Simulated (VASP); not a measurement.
# CdF2 (Fm-3m) in VASP: a series of runs

The runs below take CdF2 through single point, with PBE.

All numbers are computed with VASP 6.6.1; they aren't measurements. Logs are shortened: lines on timing, memory, paths and dates and some standing lists are left out, and cuts for length are marked.

## Step 1: The cell of the first run

Symmetry: Fm-3m, No. 225, cubic system. Conventional cell: a = 5.481 Å, b = 5.481 Å, c = 5.481 Å, α = 90.00°, β = 90.00°, γ = 90.00°. Within 3.1 Å of Cd (site symmetry m-3m) lie 8 F at 2.37 Å. F (site symmetry -43m) has 4 Cd at 2.37 Å and 6 F at 2.74 Å within 3.1 Å.

## Step 2: Single point, PBE

INCAR reads:

```
SYSTEM = CdF2
ALGO = Normal
EDIFF = 1E-6
ENCUT = 520
GGA = PE
ISIF = 2
ISMEAR = 0
LASPH = .TRUE.
LCHARG = .FALSE.
LREAL = .FALSE.
LWAVE = .FALSE.
NBANDS = 20
NELM = 60
PREC = Accurate
SIGMA = 0.1
```

KPOINTS reads:

```
k-points
0
G
  6 6 6
  0 0 0
```

POSCAR reads:

```
CdF2
1.0
    0.0000000000      2.7405401653      2.7405401653
    2.7405401653      0.0000000000      2.7405401653
    2.7405401653      2.7405401653      0.0000000000
Cd F
1 2
Direct
    0.5000000000      0.5000000000      0.5000000000
    0.2500000000      0.2500000000      0.2500000000
    0.7500000000      0.7500000000      0.7500000000
```

Potentials or basis: VASP PAW PBE potentials, release 64 (Cd, F).

On the command line:

```bash
cat potpaw_PBE.64/Cd/POTCAR potpaw_PBE.64/F/POTCAR > POTCAR
mpirun -np 1 vasp_std > vasp.out
```

OUTCAR:

```text
SYSTEM = CdF2
   EDIFF = 1E-6
   ENCUT = 520
   GGA = PE
   ISIF = 2
   ISMEAR = 0
   LASPH = .TRUE.
   LREAL = .FALSE.
   NELM = 60
   PREC = Accurate

 ion  position               nearest neighbor table
   1  0.500  0.500  0.500-   2 2.37   2 2.37   2 2.37   2 2.37   3 2.37   3 2.37   3 2.37   3 2.37

   2  0.250  0.250  0.250-   1 2.37   1 2.37   1 2.37   1 2.37
   3  0.750  0.750  0.750-   1 2.37   1 2.37   1 2.37   1 2.37

  LATTYP: Found a face centered cubic cell.
 ALAT       =     5.4810803306

  Lattice vectors:

 A1 = (   0.0000000000,   2.7405401653,   2.7405401653)
 A2 = (   2.7405401653,   0.0000000000,   2.7405401653)
 A3 = (   2.7405401653,   2.7405401653,   0.0000000000)

Analysis of symmetry for initial positions (statically):
=====================================================================
 Subroutine PRICEL returns:
 Original cell was already a primitive cell.

 Routine SETGRP: Setting up the symmetry group for a
 face centered cubic supercell.

 Subroutine GETGRP returns: Found 48 space group operations
 (whereof 48 operations were pure point group operations)
 out of a pool of 48 trial point group operations.

The static configuration has the point symmetry O_h .

Analysis of symmetry for dynamics (positions and initial velocities):
=====================================================================
 Subroutine PRICEL returns:
 Original cell was already a primitive cell.

 Routine SETGRP: Setting up the symmetry group for a
 face centered cubic supercell.

 Subroutine GETGRP returns: Found 48 space group operations
 (whereof 48 operations were pure point group operations)
 out of a pool of 48 trial point group operations.

The dynamic configuration has the point symmetry O_h .

 Subroutine INISYM returns: Found 48 space group operations
 (whereof 48 operations are pure point group operations),
 and found     1 'primitive' translations

----------------------------------------------------------------------------------------

                                     Primitive cell

  volume of cell :      41.1660

  direct lattice vectors                    reciprocal lattice vectors
     0.000000000  2.740540165  2.740540165    -0.182445784  0.182445784  0.182445784
     2.740540165  0.000000000  2.740540165     0.182445784 -0.182445784  0.182445784
     2.740540165  2.740540165  0.000000000     0.182445784  0.182445784 -0.182445784

  length of vectors
     3.875709070  3.875709070  3.875709070     0.316005368  0.316005368  0.316005368

  position of ions in fractional coordinates (direct lattice)
     0.500000000  0.500000000  0.500000000
     0.250000000  0.250000000  0.250000000
     0.750000000  0.750000000  0.750000000

  ion indices of the primitive-cell ions
   primitive index   ion index
                 1           1
                 2           2
                 3           3

----------------------------------------------------------------------------------------

 KPOINTS: k-points

Automatic generation of k-mesh.
 Grid dimensions read from file:
 generate k-points for:    6    6    6

 Generating k-lattice:

  Cartesian coordinates                     Fractional coordinates (reciprocal lattice)
    -0.030407631  0.030407631  0.030407631     0.166666667  0.000000000  0.000000000
     0.030407631 -0.030407631  0.030407631     0.000000000  0.166666667  0.000000000
     0.030407631  0.030407631 -0.030407631     0.000000000  0.000000000  0.166666667

  Length of vectors
     0.052667561  0.052667561  0.052667561

  Shift w.r.t. Gamma in fractional coordinates (k-lattice)
     0.000000000  0.000000000  0.000000000

 Subroutine IBZKPT returns following result:
 ===========================================

 Found     16 irreducible k-points:

 Following reciprocal coordinates:
            Coordinates               Weight
  0.000000  0.000000  0.000000      1.000000
  0.166667  0.000000  0.000000      8.000000
  0.333333  0.000000  0.000000      8.000000
  0.500000  0.000000  0.000000      4.000000
  0.166667  0.166667  0.000000      6.000000
  0.333333  0.166667  0.000000     24.000000
[... 8 lines left out ...]
 -0.333333  0.333333  0.166667     24.000000
 -0.333333  0.500000  0.166667     12.000000
   k-points           NKPTS =     16   k-points in BZ     NKDIM =     16   number of bands    NBANDS=     20
   number of dos      NEDOS =    301   number of ions     NIONS =      3
   total plane-waves  NPLWV =  27000
   dimension x,y,z NGX =    30 NGY =   30 NGZ =   30
   dimension x,y,z NGXF=    60 NGYF=   60 NGZF=   60
   ions per type =               1   2
   NGX,Y,Z   is equivalent  to a cutoff of  12.87, 12.87, 12.87 a.u.
   NGXF,Y,Z  is equivalent  to a cutoff of  25.74, 25.74, 25.74 a.u.
 SYSTEM =  CdF2
   PREC   = accura    normal or accurate (medium, high low for compatibility)
   ISTART =      0    job   : 0-new  1-cont  2-samecut
   ICHARG =      2    charge: 1-file 2-atom 10-const
   ISPIN  =      1    spin polarized calculation?
   LNONCOLLINEAR =      F non collinear calculations
   LSORBIT =      F    spin-orbit coupling
   LASPH  =      T    aspherical Exc in radial PAW
   ENCUT  =  520.0 eV  38.22 Ry    6.18 a.u.   7.21  7.21  7.21*2*pi/ulx,y,z
   NELM   =     60;   NELMIN=  2; NELMDL= -5     # of ELM steps
   EDIFF  = 0.1E-05   stopping-criterion for ELM
   LREAL  =      F    real-space projection
   EDIFFG = 0.1E-04   stopping-criterion for IOM
   NSW    =      0    number of steps for IOM
   IBRION =     -1    ionic relax: 0-MD 1-quasi-New 2-CG
   NFREE  =      0    steps in history (QN), initial steepest desc. (CG)
   ISIF   =      2    stress and relaxation
   ISYM   =      2    0-nonsym 1-usesym 2-fastsym
   POTIM  = 0.5000    time-step for ionic-motion
   TEBEG  =    0.0;   TEEND  =   0.0 temperature during run
   PSTRESS=    0.0 pullay stress
   NELECT =      26.0000    total number of electrons
   NUPDOWN=      -1.0000    fix difference up-down
   EMIN   =  10.00;   EMAX   =-10.00  energy-range for DOS
   EFERMI =   0.00;   METHOD = LEGACY
   ISMEAR =     0;   SIGMA  =   0.10  broadening in eV -4-tet -1-fermi 0-gaus
   EFERMI_NEDOS =   21; number of points for ismear=-14 and -15
   IALGO  =     38    algorithm
   IMIX   =      4    mixing-type and parameters
     AMIX     =   0.40;   BMIX     =  1.00
     AMIX_MAG =   1.60;   BMIX_MAG =  1.00
  volume/ion in A,a.u.               =      13.72        92.60
  Fermi-wavevector in a.u.,A,eV,Ry     =   1.404601  2.654312 26.843005  1.972905
  Thomas-Fermi vector in A             =   2.527147
   LORBIT       =      0    0 simple, 1 ext, 2 COOP (PROOUT), +10 PAW based schemes
   GGA     = PE    functional components
   LHFCALC =     F    Hartree Fock is set to
   AEXX    =    0.0000 exact exchange contribution
   IVDW    =     0    specifies the selected vdW correction
   LEPSILON=     F    determine dielectric tensor
   LRPA    =     F    only Hartree local field effects (RPA)
 non-spin polarized calculation
 Gauss-broadening in eV      SIGMA  =   0.10
  energy-cutoff  :      520.00
  volume of cell :       41.17
 maximum number of plane-waves:      1125
 NGX is ok and might be reduce to    30
   NGX = 15   NGY = 15   NGZ = 15

 number of electron      25.9999995 magnetization

 Free energy of the ion-electron system (eV)
  ---------------------------------------------------
  ext. energy  EPLUGINS =         0.00000000
  ---------------------------------------------------
  free energy    TOTEN  =       -10.90518670 eV

  energy without entropy =      -10.90518670  energy(sigma->0) =      -10.90518670

 E-fermi :  -1.2318     XC(G=0): -10.1355

 val. band max:       -1.7010389492   @ k =  -0.3333   0.5000   0.1667
 cond. band min:       1.2035034170   @ k =   0.0000   0.0000   0.0000
 fundamental gap:      2.9045423662
 Fermi energy:        -1.2317819610

 k-point     1 :       0.0000    0.0000    0.0000
  band No.  band energies     occupation
      1     -22.2159      2.00000
      2     -21.2478      2.00000
      3      -7.1640      2.00000
      4      -7.1640      2.00000
      5      -7.1640      2.00000
      6      -6.1685      2.00000
[... 12 lines left out ...]
     19      17.8415      0.00000
     20      17.8415      0.00000

 k-point     2 :       0.1667    0.0000    0.0000
  band No.  band energies     occupation
      1     -22.1412      2.00000
      2     -21.3149      2.00000
      3      -7.0774      2.00000
      4      -7.0774      2.00000
      5      -6.9134      2.00000
      6      -6.1883      2.00000
[... 12 lines left out ...]
     19      17.2011      0.00000
     20      17.2011      0.00000

 k-point     3 :       0.3333    0.0000    0.0000
  band No.  band energies     occupation
      1     -21.9492      2.00000
      2     -21.4849      2.00000
      3      -6.9275      2.00000
      4      -6.9274      2.00000
      5      -6.3225      2.00000
      6      -6.1674      2.00000
[... 12 lines left out ...]
     19      16.4217      0.00000
     20      17.1308      0.00000

 k-point     4 :       0.5000    0.0000    0.0000
  band No.  band energies     occupation
      1     -21.7415      2.00000
      2     -21.6807      2.00000
      3      -6.8768      2.00000
      4      -6.8768      2.00000
      5      -6.1067      2.00000
      6      -6.1067      2.00000
[... 12 lines left out ...]
     19      16.1393      0.00000
     20      16.6296      0.00000

 k-point     5 :       0.1667    0.1667    0.0000
  band No.  band energies     occupation
      1     -22.1194      2.00000
      2     -21.3323      2.00000
      3      -7.0263      2.00000
      4      -7.0263      2.00000
      5      -6.8609      2.00000
      6      -6.2825      2.00000
[... 12 lines left out ...]
     19      18.1209      0.00000
     20      18.3246      0.00000

 k-point     6 :       0.3333    0.1667    0.0000
  band No.  band energies     occupation
      1     -21.9776      2.00000
      2     -21.4527      2.00000
      3      -6.8643      2.00000
      4      -6.8637      2.00000
      5      -6.4266      2.00000
      6      -6.3631      2.00000
[... 12 lines left out ...]
     19      17.7557      0.00000
     20      19.3175      0.00000

 k-point     7 :       0.5000    0.1667    0.0000
  band No.  band energies     occupation
      1     -21.7805      2.00000
      2     -21.6315      2.00000
      3      -6.8000      2.00000
      4      -6.7659      2.00000
      5      -6.2279      2.00000
      6      -6.1141      2.00000
[... 12 lines left out ...]
     19      16.9543      0.00000
     20      19.2471      0.00000

 k-point     8 :      -0.3333    0.1667    0.0000
  band No.  band energies     occupation
      1     -21.8411      2.00000
      2     -21.5766      2.00000
      3      -6.8359      2.00000
      4      -6.7789      2.00000
      5      -6.2418      2.00000
      6      -6.1528      2.00000
[... 12 lines left out ...]
     19      16.1385      0.00000
     20      19.1969      0.00000

 k-point     9 :      -0.1667    0.1667    0.0000
  band No.  band energies     occupation
      1     -22.0310      2.00000
      2     -21.4097      2.00000
      3      -6.9538      2.00000
      4      -6.9434      2.00000
      5      -6.5828      2.00000
      6      -6.2667      2.00000
[... 12 lines left out ...]
     19      16.2130      0.00000
     20      18.8784      0.00000

 k-point    10 :       0.3333    0.3333    0.0000
  band No.  band energies     occupation
      1     -21.9160      2.00000
      2     -21.4937      2.00000
      3      -6.6549      2.00000
      4      -6.6529      2.00000
      5      -6.6529      2.00000
      6      -6.2432      2.00000
[... 12 lines left out ...]
     19      18.1054      0.00000
     20      18.8869      0.00000

 k-point    11 :       0.5000    0.3333    0.0000
  band No.  band energies     occupation
      1     -21.8061      2.00000
      2     -21.5852      2.00000
      3      -6.7794      2.00000
      4      -6.5050      2.00000
      5      -6.3862      2.00000
      6      -6.1105      2.00000
[... 12 lines left out ...]
     19      18.2479      0.00000
     20      18.8342      0.00000

 k-point    12 :      -0.3333    0.3333    0.0000
  band No.  band energies     occupation
      1     -21.7061      2.00000
      2     -21.6893      2.00000
      3      -6.7354      2.00000
      4      -6.5390      2.00000
      5      -6.2508      2.00000
      6      -6.1553      2.00000
[... 12 lines left out ...]
     19      17.4005      0.00000
     20      19.6303      0.00000

 k-point    13 :       0.5000    0.5000    0.0000
  band No.  band energies     occupation
      1     -21.8099      2.00000
      2     -21.5714      2.00000
      3      -6.9205      2.00000
      4      -6.3627      2.00000
      5      -6.3627      2.00000
      6      -6.0695      2.00000
[... 12 lines left out ...]
     19      17.2503      0.00000
     20      19.4942      0.00000

 k-point    14 :       0.5000    0.3333    0.1667
  band No.  band energies     occupation
      1     -21.8472      2.00000
      2     -21.5601      2.00000
      3      -6.7457      2.00000
      4      -6.6463      2.00000
      5      -6.4253      2.00000
      6      -6.1607      2.00000
[... 12 lines left out ...]
     19      17.2888      0.00000
     20      19.2172      0.00000

 k-point    15 :      -0.3333    0.3333    0.1667
  band No.  band energies     occupation
      1     -21.7051      2.00000
      2     -21.6898      2.00000
      3      -6.6959      2.00000
      4      -6.5591      2.00000
      5      -6.2572      2.00000
      6      -6.2117      2.00000
[... 12 lines left out ...]
     19      16.9056      0.00000
     20      19.7331      0.00000

 k-point    16 :      -0.3333    0.5000    0.1667
  band No.  band energies     occupation
      1     -21.7521      2.00000
      2     -21.6326      2.00000
      3      -6.7383      2.00000
      4      -6.3598      2.00000
      5      -6.3032      2.00000
      6      -6.2246      2.00000
[... 12 lines left out ...]
     19      18.1572      0.00000
     20      18.5403      0.00000

------------------------ aborting loop because EDIFF is reached ----------------------------------------

  FORCE on cell =-STRESS in cart. coord.  units (eV):
  Direction    XX          YY          ZZ          XY          YZ          ZX
  --------------------------------------------------------------------------------------
  -------------------------------------------------------------------------------------
  Total        0.1449383      0.1449383      0.1449383      0.0000000     -0.0000000      0.0000000
  in kB        5.6409896      5.6409896      5.6409896      0.0000000     -0.0000000      0.0000000
  external PRESSURE =       5.6409896 kB  Pullay stress =       0.0000000 kB

 VOLUME and BASIS-vectors are now :
 -----------------------------------------------------------------------------
  energy-cutoff  :      520.00
  volume of cell :       41.17
      direct lattice vectors                 reciprocal lattice vectors
     0.000000000  2.740540165  2.740540165    -0.182445784  0.182445784  0.182445784
     2.740540165  0.000000000  2.740540165     0.182445784 -0.182445784  0.182445784
     2.740540165  2.740540165  0.000000000     0.182445784  0.182445784 -0.182445784

 POSITION                                       TOTAL-FORCE (eV/Angst)
 -----------------------------------------------------------------------------------
      2.74054      2.74054      2.74054        -0.000000     -0.000000     -0.000000
      1.37027      1.37027      1.37027        -0.000000     -0.000000     -0.000000
      4.11081      4.11081      4.11081         0.000000      0.000000      0.000000
 -----------------------------------------------------------------------------------
    total drift:                                0.000000     -0.000000      0.000000

  FREE ENERGIE OF THE ION-ELECTRON SYSTEM (eV)
  ---------------------------------------------------
  free  energy   TOTEN  =       -10.9051867018 eV

  energy  without entropy=      -10.9051867018  energy(sigma->0) =      -10.90518670
```

Wall time 8 s (1 thread of Intel Xeon 6975P-C (Granite Rapids), shared host); peak memory 0.16 GiB.

Results:

```yaml
Free_energy: -10.9052 eV
Pressure: 0.6 GPa
Band_gap_on_the_k_mesh: 2.90 eV (least direct gap 3.44 eV)
```

Levels at points of the mesh, in eV from the valence-band top:
```csv
k point,band 10,band 11,band 12,band 13,band 14,band 15,band 16,band 17
"(0.00, 0.00, 0.00)",-0.83,-0.54,-0.54,-0.54,2.90,12.47,12.47,12.47
"(0.50, 0.00, 0.00)",-1.64,-1.64,-0.41,-0.41,6.80,9.00,14.07,14.07
"(0.50, 0.50, 0.00)",-2.68,-0.39,-0.06,-0.06,7.60,9.39,11.83,13.84
```

## Step 3: Single point, PBE

INCAR reads:

```
PREC = Accurate
ENCUT = 520
EDIFF = 1E-7
ISMEAR = 0
SIGMA = 0.02
LREAL = F
LASPH = T
NELM = 60
ALGO = Normal
ISIF = 2
LWAVE = F
LCHARG = F
GGA = PE
NBANDS = 20
```

KPOINTS reads:

```
Automatic mesh
0
Gamma
  8 8 8
```

POSCAR is that of step 2.

Potentials or basis: VASP PAW PBE potentials, release 64 (Cd, F).

On the command line:

```bash
cat potpaw_PBE.64/Cd/POTCAR potpaw_PBE.64/F/POTCAR > POTCAR
mpirun -np 1 vasp_std > vasp.out
```

It took 15 s on 1 thread of Intel Xeon 6975P-C (Granite Rapids), shared host; peak memory 0.17 GiB.

The run converged. Its results:

- Free energy: -10.9052 eV
- Pressure: 0.5 GPa
- Band gap on the k mesh: 2.89 eV (least direct gap 3.44 eV)

Levels at points of the mesh, in eV from the valence-band top:
```tsv
k point	band 11	band 12	band 13	band 14	band 15	band 16
(0.00, 0.00, 0.00)	-0.56	-0.56	-0.56	2.89	12.45	12.45
(0.50, 0.00, 0.00)	-1.65	-0.43	-0.43	6.79	8.98	14.05
(0.50, 0.50, 0.00)	-0.41	-0.08	-0.08	7.58	9.37	11.81
```
